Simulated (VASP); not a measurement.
# Co (Fd-3m) in VASP: further runs, part 2 of 4

VASP 6.6.1.

### 4 Relaxation of cell and atoms, RPBE

This run uses another cell than the first one, of 14.95 Å³/atom, 0.973 times its volume.

INCAR

```
SYSTEM = Co
PREC = Accurate
ENCUT = 600
EDIFF = 1E-6
ISMEAR = -1
SIGMA = 0.1
LREAL = .False.
LASPH = .True.
NELM = 60
ALGO = Normal
ISIF = 3
LWAVE = .False.
LCHARG = .False.
GGA = RP
IBRION = 2
NSW = 80
EDIFFG = -0.01
```

KPOINTS

```
regular mesh
0
Gamma
  11 11 11
  0 0 0
```

POSCAR

```
Co
1.0
    0.0000000000      2.4634331982      2.4634331982
    2.4634331982      0.0000000000      2.4634331982
    2.4634331982      2.4634331982      0.0000000000
Co
2
Direct
    0.1250000000      0.1250000000      0.1250000000
    0.8750000000      0.8750000000      0.8750000000
```

Potentials or basis: VASP PAW PBE potentials, release 64 (Co).

The run is started by

```bash
$ cat potpaw_PBE.64/Co/POTCAR > POTCAR
$ mpirun -np 1 vasp_std > vasp.out
```

OUTCAR:

```text
SYSTEM = Co
   PREC = Accurate
   ENCUT = 600
   EDIFF = 1E-6
   ISMEAR = -1
   LREAL = .False.
   LASPH = .True.
   NELM = 60
   ISIF = 3
   GGA = RP
   IBRION = 2
   NSW = 80
   EDIFFG = -0.01

 ion  position               nearest neighbor table
   1  0.125  0.125  0.125-   2 2.13   2 2.13   2 2.13   2 2.13
   2  0.875  0.875  0.875-   1 2.13   1 2.13   1 2.13   1 2.13

  LATTYP: Found a face centered cubic cell.
 ALAT       =     4.9268663964

  Lattice vectors:

 A1 = (   0.0000000000,   2.4634331982,   2.4634331982)
 A2 = (   2.4634331982,   0.0000000000,   2.4634331982)
 A3 = (   2.4634331982,   2.4634331982,   0.0000000000)

Analysis of symmetry for initial positions (statically):
=====================================================================
 Subroutine PRICEL returns:
 Original cell was already a primitive cell.

 Routine SETGRP: Setting up the symmetry group for a
 face centered cubic supercell.

 Subroutine GETGRP returns: Found 48 space group operations
 (whereof 12 operations were pure point group operations)
 out of a pool of 48 trial point group operations.

The static configuration has the point symmetry D_3d.
 The point group associated with its full space group is O_h .

Analysis of symmetry for dynamics (positions and initial velocities):
=====================================================================
 Subroutine PRICEL returns:
 Original cell was already a primitive cell.

 Routine SETGRP: Setting up the symmetry group for a
 face centered cubic supercell.

 Subroutine GETGRP returns: Found 48 space group operations
 (whereof 12 operations were pure point group operations)
 out of a pool of 48 trial point group operations.

The dynamic configuration has the point symmetry D_3d.
 The point group associated with its full space group is O_h .

 Subroutine INISYM returns: Found 48 space group operations
 (whereof 12 operations are pure point group operations),
 and found     1 'primitive' translations

----------------------------------------------------------------------------------------

                                     Primitive cell

  volume of cell :      29.8987

  direct lattice vectors                    reciprocal lattice vectors
     0.000000000  2.463433198  2.463433198    -0.202968767  0.202968767  0.202968767
     2.463433198  0.000000000  2.463433198     0.202968767 -0.202968767  0.202968767
     2.463433198  2.463433198  0.000000000     0.202968767  0.202968767 -0.202968767

  length of vectors
     3.483820639  3.483820639  3.483820639     0.351552218  0.351552218  0.351552218

  position of ions in fractional coordinates (direct lattice)
     0.125000000  0.125000000  0.125000000
     0.875000000  0.875000000  0.875000000

  ion indices of the primitive-cell ions
   primitive index   ion index
                 1           1
                 2           2

----------------------------------------------------------------------------------------

 KPOINTS: regular mesh

Automatic generation of k-mesh.
 Grid dimensions read from file:
 generate k-points for:   11   11   11

 Generating k-lattice:

  Cartesian coordinates                     Fractional coordinates (reciprocal lattice)
    -0.018451706  0.018451706  0.018451706     0.090909091  0.000000000  0.000000000
     0.018451706 -0.018451706  0.018451706     0.000000000  0.090909091  0.000000000
     0.018451706  0.018451706 -0.018451706     0.000000000  0.000000000  0.090909091

[... 52 lines left out ...]
   LSORBIT =      F    spin-orbit coupling
   LASPH  =      T    aspherical Exc in radial PAW
   ENCUT  =  600.0 eV  44.10 Ry    6.64 a.u.   6.96  6.96  6.96*2*pi/ulx,y,z
   NELM   =     60;   NELMIN=  2; NELMDL= -5     # of ELM steps
   EDIFF  = 0.1E-05   stopping-criterion for ELM
   LREAL  =      F    real-space projection
   EDIFFG = -.1E-01   stopping-criterion for IOM
   NSW    =     80    number of steps for IOM
   IBRION =      2    ionic relax: 0-MD 1-quasi-New 2-CG
   NFREE  =      1    steps in history (QN), initial steepest desc. (CG)
   ISIF   =      3    stress and relaxation
   ISYM   =      2    0-nonsym 1-usesym 2-fastsym
   POTIM  = 0.5000    time-step for ionic-motion
   TEBEG  =    0.0;   TEEND  =   0.0 temperature during run
   PSTRESS=    0.0 pullay stress
   NELECT =      18.0000    total number of electrons
   NUPDOWN=      -1.0000    fix difference up-down
   EMIN   =  10.00;   EMAX   =-10.00  energy-range for DOS
   EFERMI =   0.00;   METHOD = LEGACY
   ISMEAR =    -1;   SIGMA  =   0.10  broadening in eV -4-tet -1-fermi 0-gaus
   EFERMI_NEDOS =   21; number of points for ismear=-14 and -15
   IALGO  =     38    algorithm
   IMIX   =      4    mixing-type and parameters
     AMIX     =   0.40;   BMIX     =  1.00
     AMIX_MAG =   1.60;   BMIX_MAG =  1.00
  volume/ion in A,a.u.               =      14.95       100.88
  Fermi-wavevector in a.u.,A,eV,Ry     =   1.382340  2.612244 25.998882  1.910864
  Thomas-Fermi vector in A             =   2.507040
   LORBIT       =      0    0 simple, 1 ext, 2 COOP (PROOUT), +10 PAW based schemes
   GGA     = RP    functional components
   LHFCALC =     F    Hartree Fock is set to
   AEXX    =    0.0000 exact exchange contribution
   IVDW    =     0    specifies the selected vdW correction
   LEPSILON=     F    determine dielectric tensor
   LRPA    =     F    only Hartree local field effects (RPA)
 conjugate gradient relaxation of ions
 non-spin polarized calculation
  energy-cutoff  :      600.00
  volume of cell :       29.90
 maximum number of plane-waves:      1010
   NGX = 13   NGY = 13   NGZ = 13

--------------------------------------- Ionic step        1  -------------------------------------------

 number of electron      17.9999993 magnetization

 Free energy of the ion-electron system (eV)
  ---------------------------------------------------
  ext. energy  EPLUGINS =         0.00000000
  ---------------------------------------------------
  free energy    TOTEN  =       -10.43719594 eV

  energy without entropy =      -10.29298023  energy(sigma->0) =      -10.36508808

------------------------ aborting loop because EDIFF is reached ----------------------------------------

  FORCE on cell =-STRESS in cart. coord.  units (eV):
  Direction    XX          YY          ZZ          XY          YZ          ZX
  --------------------------------------------------------------------------------------
  -------------------------------------------------------------------------------------
  Total        0.4657894      0.4657894      0.4657894     -0.0000000     -0.0000000     -0.0000000
  in kB       24.9601857     24.9601857     24.9601857     -0.0000000     -0.0000000     -0.0000000
  external PRESSURE =      24.9601857 kB  Pullay stress =       0.0000000 kB
[... 59 lines left out ...]
--------------------------------------- Ionic step        3  -------------------------------------------

 number of electron      18.0000004 magnetization

 Free energy of the ion-electron system (eV)
  ---------------------------------------------------
  ext. energy  EPLUGINS =         0.00000000
  ---------------------------------------------------
  free energy    TOTEN  =       -10.44207023 eV

  energy without entropy =      -10.29334305  energy(sigma->0) =      -10.36770664

 E-fermi :   6.1701     XC(G=0): -11.0949

 val. band max:        6.1454363255   @ k =  -0.4545   0.2727   0.0909
 cond. band min:       6.1811356300   @ k =   0.4545   0.1818   0.0000
 fundamental gap:      0.0356993045
 Fermi energy:         6.1700619379

 k-point     1 :       0.0000    0.0000    0.0000
  band No.  band energies     occupation
      1      -0.5558      2.00000
      2       3.2757      2.00000
      3       3.2757      2.00000
      4       3.4153      2.00000
      5       3.4153      2.00000
      6       3.4153      2.00000
      7       5.1799      1.99990
      8       5.1799      1.99990
      9       5.1799      1.99990
     10       6.4412      0.12461
     11       6.4412      0.12461
     12      19.2151      0.00000
     13      19.2151      0.00000
[... 354 lines left out ...]
  band No.  band energies     occupation
      1       1.0411      2.00000
      2       2.9366      2.00000
      3       3.2905      2.00000
      4       3.4045      2.00000
      5       3.6683      2.00000
      6       4.0466      2.00000
      7       4.6782      2.00000
      8       4.9459      1.99999
      9       5.6432      1.98975
     10       6.1308      1.19404
     11       6.5701      0.03597
     12      12.4674      0.00000
     13      12.5968      0.00000

 [... further k-points ...]

------------------------ aborting loop because EDIFF is reached ----------------------------------------

  FORCE on cell =-STRESS in cart. coord.  units (eV):
  Direction    XX          YY          ZZ          XY          YZ          ZX
  --------------------------------------------------------------------------------------
  -------------------------------------------------------------------------------------
  Total       -0.0043100     -0.0043100     -0.0043100      0.0000000      0.0000000      0.0000000
  in kB       -0.2261543     -0.2261543     -0.2261543      0.0000000      0.0000000      0.0000000
  external PRESSURE =      -0.2261543 kB  Pullay stress =       0.0000000 kB
[... 17 lines left out ...]
  FREE ENERGIE OF THE ION-ELECTRON SYSTEM (eV)
  ---------------------------------------------------
  free  energy   TOTEN  =       -10.4420702312 eV

  energy  without entropy=      -10.2933430485  energy(sigma->0) =      -10.36770664

 reached required accuracy - stopping structural energy minimisation
```

CONTCAR:

```text
Co
   1.00000000000000
    -0.0000000000000000    2.4807650331529856    2.4807650331529856
     2.4807650331529856    0.0000000000000000    2.4807650331529856
     2.4807650331529856    2.4807650331529856   -0.0000000000000000
  Co
     2
Direct
     0.1250000000000000    0.1250000000000000    0.1250000000000000
     0.8750000000000000    0.8750000000000000    0.8750000000000000

  0.00000000E+00  0.00000000E+00  0.00000000E+00
  0.00000000E+00  0.00000000E+00  0.00000000E+00
```

It took 82 s on 1 thread of AMD EPYC 7R13, shared host; peak memory 0.14 GiB.

What came out:

* Free energy: -10.4421 eV
* Relaxed volume: 15.27 Å³/atom
* Relaxed cell: a = 3.508 Å, b = 3.508 Å, c = 3.508 Å, α = 60.00°, β = 60.00°, γ = 60.00°
* Space group after relaxing (to 0.05 Å): Fd-3m (No. 227)
* Energy gained by relaxing: 2.4 meV/atom
* Ionic steps: 3
* Pressure after relaxing: 0.0 GPa
* Band gap on the k mesh: zero (band 9 reaches 6.59 eV, above the bottom of band 10 at 5.92 eV)

The path:
| step | energy change (eV) | largest force (eV/Å) | pressure (GPa) | volume (Å³) |
| --- | --- | --- | --- | --- |
| 1 | 0.0000 | 0.0000 | 2.50 | 29.90 |
| 2 | -0.0032 | 0.0000 | -1.42 | 30.92 |
| 3 | -0.0049 | 0.0000 | -0.02 | 30.53 |

Final structure:
```xyz
2
Lattice="0.0000 2.4808 2.4808 2.4808 0.0000 2.4808 2.4808 2.4808 0.0000" Properties=species:S:1:pos:R:3 pbc="T T T"
Co    0.6202    0.6202    0.6202
Co    4.3413    4.3413    4.3413
```

Caveat: the PAW data sets were made with another functional, which shifts forces and pressure a little; the run has no spin polarisation, though such a crystal can be magnetic. Spin polarisation is off, so any magnetic state and its effect on volume and gap are missing.

### 5 Single point, RPBE

INCAR

```
SYSTEM = Co
PREC = Accurate
ENCUT = 520
EDIFF = 1E-6
ISMEAR = -1
SIGMA = 0.1
LREAL = .FALSE.
LASPH = .TRUE.
NELM = 60
ALGO = Normal
ISIF = 2
LWAVE = .FALSE.
LCHARG = .FALSE.
GGA = RP
NBANDS = 16
```

KPOINTS

```
Automatic mesh
0
G
  18 18 18
  0 0 0
```

POSCAR

```
Co
1.0
    0.0000000000      2.4863675403      2.4863675403
    2.4863675403      0.0000000000      2.4863675403
    2.4863675403      2.4863675403      0.0000000000
Co
2
Direct
    0.1250000000      0.1250000000      0.1250000000
    0.8750000000      0.8750000000      0.8750000000
```

The run is started by

```bash
$ cat potpaw_PBE.64/Co/POTCAR > POTCAR
$ mpirun -np 1 vasp_std > vasp.out
```

Run time: 2.2 min. Hardware: 1 thread of AMD EPYC 7R13, shared host; peak memory 0.19 GiB.

It converged, with:

| Property | Result |
| --- | --- |
| Free energy | -10.4423 eV |
| Pressure | -0.7 GPa |
| Band gap on the k mesh | zero (band 9 reaches 6.54 eV, above the bottom of band 10 at 5.80 eV) |

Levels at points of the mesh, in eV from the Fermi level:
```csv
k point,band 5,band 6,band 7,band 8,band 9,band 10,band 11,band 12,band 13,band 14
"(0.00, 0.00, 0.00)",-2.73,-2.73,-0.98,-0.98,-0.98,0.27,0.27,12.98,12.98,12.98
"(0.50, 0.00, 0.00)",-2.73,-2.73,-1.41,-0.56,-0.56,0.09,0.09,1.43,9.53,9.53
"(0.50, 0.50, 0.00)",-1.94,-1.94,-1.26,-1.26,0.25,0.25,1.82,1.82,4.85,4.85
```

Caveat: the PAW data sets were made with another functional, which shifts forces and pressure a little; the run has no spin polarisation, though such a crystal can be magnetic.

(Continued in part 3 of 4.)
